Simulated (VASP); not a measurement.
Input of a VASP 6.6.1 run:

Contents of INCAR:

```
SYSTEM = Si3O2
PREC     = Accurate       ! precision mode
ENCUT    = 600            ! plane-wave cutoff, eV
EDIFF    = 1E-7           ! SCF threshold, eV
ISMEAR   = 0              ! smearing method
SIGMA    = 0.1            ! smearing width, eV
LREAL    = .FALSE.        ! projectors in reciprocal space
LASPH    = .TRUE.         ! aspherical terms in the spheres
NELM     = 120            ! most SCF steps
ALGO     = Normal         ! electronic algorithm
ISIF     = 3              ! what is computed and relaxed
LWAVE    = .FALSE.        ! write WAVECAR
LCHARG   = .FALSE.        ! write CHGCAR
GGA      = PE             ! functional
IBRION   = 2              ! ionic algorithm
NSW      = 90             ! ionic steps
EDIFFG   = -0.04          ! ionic threshold
GGA_COMPAT= .FALSE.      
NELMIN   = 4
```

File KPOINTS:

```
Automatic mesh
0
G
  6 6 4
  0 0 0
```

POSCAR

```
Si3O2
1.0
    3.5134382454      0.0000000000      0.0000000000
   -1.7567191227      3.0427267751      0.0000000000
    0.0000000000      0.0000000000      5.4663391990
Si O
3 2
Direct
    0.0000000000      0.0000000000      0.0000000000
    0.3333333333      0.6666666667      0.6450000000
    0.6666666667      0.3333333333      0.3550000000
    0.3333333333      0.6666666667      0.2450000000
    0.6666666667      0.3333333333      0.7550000000
```

Potentials or basis: VASP PAW PBE potentials, release 64 (Si, O).

Command:

```sh
$ cat potpaw_PBE.64/Si/POTCAR potpaw_PBE.64/O/POTCAR > POTCAR
$ mpirun -np 1 vasp_std > vasp.out
```

(1) What does it give for the relaxed volume?

(2) Estimate the space group after relaxing (to 0.1 Å).

(3) Estimate the relaxed cell.

## Answers

(1) 11.23 Å³/atom.

(2) P-3m1 (No. 164).

(3) a = 2.726 Å, b = 2.726 Å, c = 8.722 Å, α = 90.00°, β = 90.00°, γ = 120.00°.

Caveat: a cell axis changed by over 15 % at a fixed basis, so the end point is rough.
